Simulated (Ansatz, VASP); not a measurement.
# Two plane-wave programs on C

```xyz
2
Lattice="0.0248 1.7999 1.7999 1.7999 0.0248 1.7999 1.7999 1.7999 0.0248" Properties=species:S:1:pos:R:3 pbc="T T T"
C     0.0003    0.0003    0.0003
C     0.9058    0.9058    0.9058
```

Alike in both runs: task single point; functional PBEsol; k mesh 9 × 9 × 9; no spin polarisation.

|  | VASP | Ansatz |
| --- | --- | --- |
| version | VASP 6.6.1 | Ansatz 0.2.0 |
| potentials or method | VASP PAW PBE potentials, release 64 (C), cutoff 600 eV | scalar-relativistic, plane waves, PAW |
| occupations | gaussian, width 0.01 eV | fixed |
| valence electrons in the cell | 8 | 8 |

|  | VASP | Ansatz | Ansatz less VASP |
| --- | --- | --- | --- |
| gap on the k mesh at the Fermi level (eV) | 3.99 | 4.00 | +0.005 |
| least direct gap on the mesh (eV) | 5.08 | 5.08 | 0.000 |

VASP's potentials were made for PBE, not for PBEsol, and Ansatz warns of the same on its side.
